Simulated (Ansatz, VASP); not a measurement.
# Two plane-wave programs on Pt

```
Pt
1.0
     0.00000    1.95790    2.05579
     1.95790    0.00000    2.05579
     1.95790    1.95790    0.00000
Pt
1
Direct
  0.00000 0.00000 0.00000
```

Change from the starting cell: strain +0.000 along x and y, +0.050 along z, atoms carried along.

Alike in both runs: task single point; functional PBE; k mesh 20 × 20 × 20; occupations gaussian, width 0.15 eV; no spin polarisation.

|  | VASP | Ansatz |
| --- | --- | --- |
| version | VASP 6.6.1 | Ansatz 0.2.0 |
| potentials or method | VASP PAW PBE potentials, release 64 (Pt), cutoff 520 eV | scalar-relativistic, plane waves, PAW |
| valence electrons in the cell | 10 | 18 |

```tsv
	VASP	Ansatz	Ansatz less VASP
gap on the k mesh at the Fermi level (eV)	none	none	-
pressure (GPa)	-1.9	-1.5	+0.48
traceless stress, the component that is largest in VASP (GPa)	-3.21	-3.24	-0.029
```

A gap of «none» marks a metal or a gap that the smearing closes. VASP's potentials hold 10 valence electrons a cell and Ansatz's 18, so a difference there can come from the potentials and not from the codes.

Spin-orbit coupling is off throughout.
